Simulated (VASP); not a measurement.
# SnO2 (R-3m) in VASP: a series of runs

Runs on SnO2. Level: r2SCAN. Tasks: single point.

All numbers are computed with VASP 6.6.1; they aren't measurements. Logs are shortened: lines on timing, memory, paths and dates and some standing lists are left out, and cuts for length are marked.

**1. The cell of the first run**

It takes space group R-3m (No. 166, trigonal). Conventional cell: a = 2.975 Å, b = 2.975 Å, c = 13.250 Å, α = 90.00°, β = 90.00°, γ = 120.00°. Sn (site symmetry -3m) has 6 O at 1.96 Å within 2.6 Å. Within 2.6 Å of O (site symmetry 3m) lie 3 Sn at 1.96 Å and 3 O at 2.54 Å.

**2. Single point, r2SCAN (strain -0.080 along x and y, -0.080 along z)**

POSCAR

```
SnO2
1.0
    1.4877256292      0.8589387925      4.4165451773
   -1.4877256292      0.8589387925      4.4165451773
    0.0000000000     -1.7178775850      4.4165451773
Sn O
1 2
Direct
    0.5000000000      0.5000000000      0.5000000000
    0.2371700000      0.2371700000      0.2371700000
    0.7628300000      0.7628300000      0.7628300000
```

INCAR.step1

```
SYSTEM = SnO2
PREC     = Accurate       ! precision mode
ENCUT    = 520            ! plane-wave cutoff, eV
ISMEAR   = 0              ! smearing method
SIGMA    = 0.05           ! smearing width, eV
LREAL    = .FALSE.        ! projectors in reciprocal space
LASPH    = .TRUE.         ! aspherical terms in the spheres
NELM     = 60             ! most SCF steps
NBANDS   = 20             ! bands
GGA      = PE             ! functional
ALGO     = Normal         ! electronic algorithm
EDIFF    = 1E-4           ! SCF threshold, eV
LWAVE    = .TRUE.         ! write WAVECAR
LCHARG   = .FALSE.        ! write CHGCAR
```

INCAR.step2

```
SYSTEM = SnO2
PREC     = Accurate       ! precision mode
ENCUT    = 520            ! plane-wave cutoff, eV
EDIFF    = 1E-6           ! SCF threshold, eV
ISMEAR   = 0              ! smearing method
SIGMA    = 0.05           ! smearing width, eV
LREAL    = .FALSE.        ! projectors in reciprocal space
LASPH    = .TRUE.         ! aspherical terms in the spheres
NELM     = 60             ! most SCF steps
ALGO     = Normal         ! electronic algorithm
ISIF     = 2              ! what is computed and relaxed
LWAVE    = .FALSE.        ! write WAVECAR
LCHARG   = .FALSE.        ! write CHGCAR
METAGGA  = R2SCAN         ! meta-GGA
LMIXTAU  = .TRUE.       
NBANDS   = 20             ! bands
ISTART   = 1
```

KPOINTS

```
regular mesh
0
G
  12 12 12
  0 0 0
```

Potentials or basis: VASP PAW PBE potentials, release 64 (Sn_d, O).

Run with:

```bash
$ cat potpaw_PBE.64/Sn_d/POTCAR potpaw_PBE.64/O/POTCAR > POTCAR
$ cp INCAR.step1 INCAR
$ mpirun -np 1 vasp_std > vasp.out
$ cp INCAR.step2 INCAR
$ mpirun -np 1 vasp_std > vasp.out
```

OUTCAR:

```text
SYSTEM = SnO2
   PREC = Accurate
   ENCUT = 520
   EDIFF = 1E-6
   ISMEAR = 0
   LREAL = .FALSE.
   LASPH = .TRUE.
   NELM = 60
   ISIF = 2
   METAGGA = R2SCAN
   ISTART = 1

 ion  position               nearest neighbor table
   1  0.500  0.500  0.500-   2 1.96   2 1.96   3 1.96   3 1.96   2 1.96   3 1.96
   2  0.237  0.237  0.237-   1 1.96   1 1.96   1 1.96
   3  0.763  0.763  0.763-   1 1.96   1 1.96   1 1.96

  LATTYP: Found a trigonal (rhomboedric) cell.
 ALAT       =     4.7388790552
 COS(alpha) =     0.8028828391

  Lattice vectors:

 A1 = (   1.4877256292,   0.8589387925,   4.4165451773)
 A2 = (  -1.4877256292,   0.8589387925,   4.4165451773)
 A3 = (   0.0000000000,  -1.7178775850,   4.4165451773)

Analysis of symmetry for initial positions (statically):
=====================================================================
 Subroutine PRICEL returns:
 Original cell was already a primitive cell.

 Routine SETGRP: Setting up the symmetry group for a
 trigonal (rhombohedral) supercell.

 Subroutine GETGRP returns: Found 12 space group operations
 (whereof 12 operations were pure point group operations)
 out of a pool of 12 trial point group operations.

The static configuration has the point symmetry D_3d.

Analysis of symmetry for dynamics (positions and initial velocities):
=====================================================================
 Subroutine PRICEL returns:
 Original cell was already a primitive cell.

 Routine SETGRP: Setting up the symmetry group for a
 trigonal (rhombohedral) supercell.

 Subroutine GETGRP returns: Found 12 space group operations
 (whereof 12 operations were pure point group operations)
 out of a pool of 12 trial point group operations.

The dynamic configuration has the point symmetry D_3d.

 Subroutine INISYM returns: Found 12 space group operations
 (whereof 12 operations are pure point group operations),
 and found     1 'primitive' translations

----------------------------------------------------------------------------------------

                                     Primitive cell

  volume of cell :      33.8625

  direct lattice vectors                    reciprocal lattice vectors
     1.487725629  0.858938793  4.416545177     0.336083475  0.194037885  0.075473774
    -1.487725629  0.858938793  4.416545177    -0.336083475  0.194037885  0.075473774
     0.000000000 -1.717877585  4.416545177     0.000000000 -0.388075770  0.075473774

  length of vectors
     4.738879055  4.738879055  4.738879055     0.395346802  0.395346802  0.395346802

  position of ions in fractional coordinates (direct lattice)
     0.500000000  0.500000000  0.500000000
     0.237170000  0.237170000  0.237170000
     0.762830000  0.762830000  0.762830000

  ion indices of the primitive-cell ions
   primitive index   ion index
                 1           1
                 2           2
                 3           3

----------------------------------------------------------------------------------------

 KPOINTS: regular mesh

Automatic generation of k-mesh.
 Grid dimensions read from file:
 generate k-points for:   12   12   12

 Generating k-lattice:

  Cartesian coordinates                     Fractional coordinates (reciprocal lattice)
     0.028006956  0.016169824  0.006289481     0.083333333 -0.000000000  0.000000000
    -0.028006956  0.016169824  0.006289481    -0.000000000  0.083333333  0.000000000
     0.000000000 -0.032339648  0.006289481     0.000000000  0.000000000  0.083333333

  Length of vectors
     0.032945567  0.032945567  0.032945567

  Shift w.r.t. Gamma in fractional coordinates (k-lattice)
     0.000000000  0.000000000  0.000000000

 Subroutine IBZKPT returns following result:
 ===========================================

 Found    189 irreducible k-points:

 Following reciprocal coordinates:
            Coordinates               Weight
  0.000000  0.000000  0.000000      1.000000
  0.083333 -0.000000 -0.000000      6.000000
  0.166667  0.000000 -0.000000      6.000000
  0.250000 -0.000000 -0.000000      6.000000
  0.333333  0.000000 -0.000000      6.000000
  0.416667 -0.000000 -0.000000      6.000000
[... 16 lines left out ...]
  0.500000  0.166667 -0.000000     12.000000
 -0.416667  0.166667  0.000000     12.000000
 [... further k-points ...]
   k-points           NKPTS =    189   k-points in BZ     NKDIM =    189   number of bands    NBANDS=     20
   number of dos      NEDOS =    301   number of ions     NIONS =      3
   total plane-waves  NPLWV =  46656
   dimension x,y,z NGX =    36 NGY =   36 NGZ =   36
   dimension x,y,z NGXF=    72 NGYF=   72 NGZF=   72
   ions per type =               1   2
   NGX,Y,Z   is equivalent  to a cutoff of  12.63, 12.63, 12.63 a.u.
   NGXF,Y,Z  is equivalent  to a cutoff of  25.26, 25.26, 25.26 a.u.
 SYSTEM =  SnO2
   PREC   = accura    normal or accurate (medium, high low for compatibility)
   ISTART =      1    job   : 0-new  1-cont  2-samecut
[... 43 lines left out ...]
   NGX = 17   NGY = 17   NGZ = 17

 number of electron      25.9999995 magnetization

 Free energy of the ion-electron system (eV)
  ---------------------------------------------------
  ext. energy  EPLUGINS =         0.00000000
  ---------------------------------------------------
  free energy    TOTEN  =       -40.47029093 eV

  energy without entropy =      -40.47029093  energy(sigma->0) =      -40.47029093

 E-fermi :   5.9615     XC(G=0): -12.0958

 val. band max:        5.6490351750   @ k =   0.5000   0.5000  -0.0000
 cond. band min:      10.2209636386   @ k =   0.0000   0.0000   0.0000
 fundamental gap:      4.5719284636
 Fermi energy:         5.9615430619

 k-point     1 :       0.0000    0.0000    0.0000
  band No.  band energies     occupation
      1     -16.0517      2.00000
      2     -14.4589      2.00000
      3     -14.4589      2.00000
      4     -13.8417      2.00000
      5     -13.8417      2.00000
      6     -13.4882      2.00000
[... 12 lines left out ...]
     19      25.2551      0.00000
     20      26.0411      0.00000

 k-point     2 :       0.0833   -0.0000   -0.0000
  band No.  band energies     occupation
      1     -15.9499      2.00000
      2     -14.6857      2.00000
      3     -14.4259      2.00000
      4     -13.9017      2.00000
      5     -13.8446      2.00000
      6     -13.4760      2.00000
[... 12 lines left out ...]
     19      23.7938      0.00000
     20      26.0173      0.00000

 k-point     3 :       0.1667    0.0000   -0.0000
  band No.  band energies     occupation
      1     -15.7181      2.00000
      2     -15.0964      2.00000
      3     -14.3404      2.00000
      4     -13.9746      2.00000
      5     -13.8464      2.00000
      6     -13.4403      2.00000
[... 12 lines left out ...]
     19      22.4085      0.00000
     20      26.0107      0.00000

 k-point     4 :       0.2500   -0.0000   -0.0000
  band No.  band energies     occupation
      1     -15.8568      2.00000
      2     -14.9747      2.00000
      3     -14.2429      2.00000
      4     -14.0348      2.00000
      5     -13.8251      2.00000
      6     -13.3901      2.00000
[... 12 lines left out ...]
     19      21.8749      0.00000
     20      25.6289      0.00000

 k-point     5 :       0.3333    0.0000   -0.0000
  band No.  band energies     occupation
      1     -16.2074      2.00000
      2     -14.4913      2.00000
      3     -14.1826      2.00000
      4     -14.0601      2.00000
      5     -13.7609      2.00000
      6     -13.3381      2.00000
[... 12 lines left out ...]
     19      22.4754      0.00000
     20      23.7476      0.00000
[... 353 lines left out ...]
      6     -13.1630      2.00000
[... 12 lines left out ...]
     19      22.6357      0.00000
     20      24.1809      0.00000

 k-point    22 :       0.4167    0.1667    0.0000
  band No.  band energies     occupation
      1     -16.0644      2.00000
      2     -15.1512      2.00000
      3     -14.0869      2.00000
      4     -13.9669      2.00000
      5     -13.7185      2.00000
      6     -12.7400      2.00000
[... 12 lines left out ...]
     19      22.7803      0.00000
     20      23.1630      0.00000

 k-point    23 :       0.5000    0.1667   -0.0000
  band No.  band energies     occupation
      1     -16.2566      2.00000
      2     -15.0586      2.00000
      3     -14.1233      2.00000
      4     -13.8794      2.00000
      5     -13.7133      2.00000
      6     -12.2633      2.00000
[... 12 lines left out ...]
     19      21.9205      0.00000
     20      23.3392      0.00000

 k-point    24 :      -0.4167    0.1667    0.0000
  band No.  band energies     occupation
      1     -16.3219      2.00000
      2     -15.0297      2.00000
      3     -14.1377      2.00000
      4     -13.8114      2.00000
      5     -13.7497      2.00000
      6     -12.0542      2.00000
[... 12 lines left out ...]
     19      21.4512      0.00000
     20      23.4302      0.00000

 [... further k-points ...]

------------------------ aborting loop because EDIFF is reached ----------------------------------------

  FORCE on cell =-STRESS in cart. coord.  units (eV):
  Direction    XX          YY          ZZ          XY          YZ          ZX
  --------------------------------------------------------------------------------------
  -------------------------------------------------------------------------------------
  Total       14.9245946     14.9245946      6.8236601      0.0000000     -0.0000000      0.0000000
  in kB      706.1454038    706.1454038    322.8560867      0.0000000     -0.0000000      0.0000000
  external PRESSURE =     578.3822981 kB  Pullay stress =       0.0000000 kB

 VOLUME and BASIS-vectors are now :
 -----------------------------------------------------------------------------
  energy-cutoff  :      520.00
  volume of cell :       33.86
      direct lattice vectors                 reciprocal lattice vectors
     1.487725629  0.858938793  4.416545177     0.336083475  0.194037885  0.075473774
    -1.487725629  0.858938793  4.416545177    -0.336083475  0.194037885  0.075473774
     0.000000000 -1.717877585  4.416545177     0.000000000 -0.388075770  0.075473774

 POSITION                                       TOTAL-FORCE (eV/Angst)
 -----------------------------------------------------------------------------------
      0.00000      0.00000      6.62482         0.000000      0.000000      0.000000
      0.00000      0.00000      3.14242         0.000000     -0.000000      3.543958
      0.00000      0.00000     10.10722         0.000000      0.000000     -3.543958
 -----------------------------------------------------------------------------------
    total drift:                                0.000000     -0.000000      0.000000

  FREE ENERGIE OF THE ION-ELECTRON SYSTEM (eV)
  ---------------------------------------------------
  free  energy   TOTEN  =       -40.4702909303 eV

  energy  without entropy=      -40.4702909303  energy(sigma->0) =      -40.47029093
```

Run time: 12 min. Hardware: 1 thread of AMD EPYC 9R45 (Zen 5), shared host; peak memory 0.27 GiB.

Results:

| Item | Value |
| --- | --- |
| Free energy | -40.4703 eV |
| Pressure | 57.8 GPa |
| Largest force | 3.544 eV/Å |
| Band gap on the k mesh | 4.57 eV (least direct gap 5.07 eV) |

Forces in eV/Å, atoms in the order of the input:
```
Sn   0.000  0.000  0.000
O    0.000  0.000  3.544
O    0.000  0.000 -3.544
```

Stress tensor (GPa, compression positive):
```
70.61  0.00  0.00
 0.00 70.61  0.00
 0.00  0.00 32.29
```

Levels at points of the mesh, in eV from the valence-band top:
```
           k point  band 9  band 10  band 11  band 12  band 13  band 14  band 15  band 16  band 17  band 18
(0.00, 0.00, 0.00)   -1.64    -1.64    -0.77    -0.77    -0.50     4.57     7.85    14.50    14.50    14.76
(0.50, 0.00, 0.00)   -5.26    -3.78    -2.02    -0.83    -0.48     8.87    10.19    12.61    14.95    16.01
(0.50, 0.50, 0.00)   -5.62    -3.92    -1.56    -0.26     0.00     8.22     9.15    13.46    14.26    14.72
(0.50, 0.50, 0.50)   -2.17    -1.74    -1.74    -0.70    -0.70     6.15     8.02    13.61    14.86    14.86
```

Caveat: the cell differs from its parent crystal (strain -0.080 along x and y, -0.080 along z); the stress differs along the axes, from 32 to 71 GPa; the PAW data sets were made with another functional, which shifts forces and pressure a little; spin-orbit coupling is left out, which moves the levels of the heavy elements.

**3. Single point, r2SCAN (strain -0.080 along x and y, -0.040 along z)**

POSCAR

```
SnO2
1.0
    1.4877256292      0.8589387925      4.6085688806
   -1.4877256292      0.8589387925      4.6085688806
    0.0000000000     -1.7178775850      4.6085688806
Sn O
1 2
Direct
    0.5000000000      0.5000000000      0.5000000000
    0.2371700000      0.2371700000      0.2371700000
    0.7628300000      0.7628300000      0.7628300000
```

INCAR.step1

```
SYSTEM = SnO2
ALGO = Normal
EDIFF = 1E-4
ENCUT = 520
GGA = PE
ISMEAR = 0
LASPH = .TRUE.
LCHARG = .FALSE.
LREAL = .FALSE.
LWAVE = .TRUE.
NBANDS = 20
NELM = 60
PREC = Accurate
SIGMA = 0.05
```

INCAR.step2

```
SYSTEM = SnO2
ALGO = Normal
EDIFF = 1E-6
ENCUT = 520
ISIF = 2
ISMEAR = 0
ISTART = 1
LASPH = .TRUE.
LCHARG = .FALSE.
LMIXTAU = .TRUE.
LREAL = .FALSE.
LWAVE = .FALSE.
METAGGA = R2SCAN
NBANDS = 20
NELM = 60
PREC = Accurate
SIGMA = 0.05
```

KPOINTS

```
k-points
0
G
  12 12 12
  0 0 0
```

Potentials or basis: VASP PAW PBE potentials, release 64 (Sn_d, O).

Run with:

```bash
$ cat potpaw_PBE.64/Sn_d/POTCAR potpaw_PBE.64/O/POTCAR > POTCAR
$ cp INCAR.step1 INCAR
$ mpirun -np 1 vasp_std > vasp.out
$ cp INCAR.step2 INCAR
$ mpirun -np 1 vasp_std > vasp.out
```

Wall time 12 min (1 thread of AMD EPYC 9R45 (Zen 5), shared host); peak memory 0.31 GiB.

Results (log left out):

- Free energy: -40.7275 eV
- Pressure: 46.9 GPa
- Largest force: 2.620 eV/Å
- Band gap on the k mesh: 4.44 eV (least direct gap 4.91 eV)

Forces on the atoms (eV/Å):
```
Sn   0.000  0.000  0.000
O    0.000  0.000  2.620
O    0.000  0.000 -2.620
```

Stress tensor (GPa, compression positive):
```
58.78  0.00  0.00
 0.00 58.78  0.00
 0.00  0.00 23.17
```

Levels at points of the mesh, in eV from the valence-band top:
| k point | band 11 | band 12 | band 13 | band 14 | band 15 | band 16 |
| --- | --- | --- | --- | --- | --- | --- |
| (0.00, 0.00, 0.00) | -0.63 | -0.63 | -0.47 | 4.44 | 7.80 | 14.19 |
| (0.50, 0.00, 0.00) | -1.95 | -0.69 | -0.43 | 8.59 | 9.94 | 12.84 |
| (0.50, 0.50, 0.00) | -1.61 | -0.27 | 0.00 | 8.06 | 9.00 | 13.60 |
| (0.50, 0.50, 0.50) | -1.54 | -0.58 | -0.58 | 5.85 | 7.86 | 13.20 |

Caveat: the cell differs from its parent crystal (strain -0.080 along x and y, -0.040 along z); the stress differs along the axes, from 23 to 59 GPa; the PAW data sets were made with another functional, which shifts forces and pressure a little; spin-orbit coupling is left out, which moves the levels of the heavy elements.

**4. Single point, r2SCAN (strain -0.080 along x and y, +0.000 along z)**

POSCAR

```
SnO2
1.0
    1.4877256292      0.8589387925      4.8005925840
   -1.4877256292      0.8589387925      4.8005925840
    0.0000000000     -1.7178775850      4.8005925840
Sn O
1 2
Direct
    0.5000000000      0.5000000000      0.5000000000
    0.2371700000      0.2371700000      0.2371700000
    0.7628300000      0.7628300000      0.7628300000
```

INCAR.step1

```
SYSTEM = SnO2
PREC = Accurate
ENCUT = 520
ISMEAR = 0
SIGMA = 0.05
LREAL = .FALSE.
LASPH = .TRUE.
NELM = 80
NBANDS = 20
GGA = PE
ALGO = Normal
EDIFF = 1E-4
LWAVE = .TRUE.
LCHARG = .FALSE.
```

INCAR.step2

```
SYSTEM = SnO2
PREC = Accurate
ENCUT = 520
EDIFF = 1E-6
ISMEAR = 0
SIGMA = 0.05
LREAL = .FALSE.
LASPH = .TRUE.
NELM = 80
ALGO = Normal
ISIF = 2
LWAVE = .FALSE.
LCHARG = .FALSE.
METAGGA = R2SCAN
LMIXTAU = .TRUE.
NBANDS = 20
ISTART = 1
```

KPOINTS

```
regular mesh
0
G
  12 12 12
  0 0 0
```

Run with:

```bash
$ cat potpaw_PBE.64/Sn_d/POTCAR potpaw_PBE.64/O/POTCAR > POTCAR
$ cp INCAR.step1 INCAR
$ mpirun -np 1 vasp_std > vasp.out
$ cp INCAR.step2 INCAR
$ mpirun -np 1 vasp_std > vasp.out
```

Wall time 15 min (1 thread of AMD EPYC 9R45 (Zen 5), shared host); peak memory 0.31 GiB.

It converged, with:

```yaml
Free_energy: -40.9039 eV
Pressure: 37.5 GPa
Largest_force: 1.731 eV/Å
Band_gap_on_the_k_mesh: 4.31 eV (least direct gap 4.77 eV)
```

Forces in eV/Å, atoms in the order of the input:
```
Sn   0.000  0.000  0.000
O    0.000  0.000  1.731
O    0.000  0.000 -1.731
```

Stress tensor (GPa, compression positive):
```
48.86  0.00  0.00
 0.00 48.86  0.00
 0.00  0.00 14.71
```

Levels at points of the mesh, in eV from the valence-band top:
| k point | band 11 | band 12 | band 13 | band 14 | band 15 | band 16 |
| --- | --- | --- | --- | --- | --- | --- |
| (0.00, 0.00, 0.00) | -0.50 | -0.50 | -0.45 | 4.31 | 7.75 | 13.69 |
| (0.50, 0.00, 0.00) | -1.90 | -0.57 | -0.37 | 8.30 | 9.65 | 13.05 |
| (0.50, 0.50, 0.00) | -1.64 | -0.25 | 0.00 | 7.86 | 8.82 | 13.73 |
| (0.50, 0.50, 0.50) | -1.35 | -0.46 | -0.46 | 5.56 | 7.73 | 12.87 |

Caveat: the cell differs from its parent crystal (strain -0.080 along x and y, +0.000 along z); the stress differs along the axes, from 15 to 49 GPa; the PAW data sets were made with another functional, which shifts forces and pressure a little; spin-orbit coupling is left out, which moves the levels of the heavy elements. A k mesh can miss the band edges.

**5. Summary**

```csv
cell,gap on the mesh (eV),pressure (GPa),largest force (eV/Å)
"a = 4.739 Å, angles 36.6°, 3 atoms",4.57,57.8,3.54
"a = 4.918 Å, angles 35.2°, 3 atoms",4.44,46.9,2.62
"a = 5.099 Å, angles 33.9°, 3 atoms",4.31,37.5,1.73
```

Alike in all rows: task single point; level r2SCAN; potentials or basis VASP PAW PBE potentials, release 64 (Sn_d, O); no spin polarisation; k mesh 12 × 12 × 12; cutoff (eV) 520; smearing gaussian 0.05 eV.

Caveats: the PAW data sets were made with another functional, which shifts forces and pressure a little; spin-orbit coupling is left out, which moves the levels of the heavy elements; the stress differs along the axes, from 32 to 71 GPa (at least some runs); the stress differs along the axes, from 23 to 59 GPa (at least some runs); the stress differs along the axes, from 15 to 49 GPa (at least some runs).

Total energies depend on the potentials used, so only differences within one code and one set of settings carry meaning.
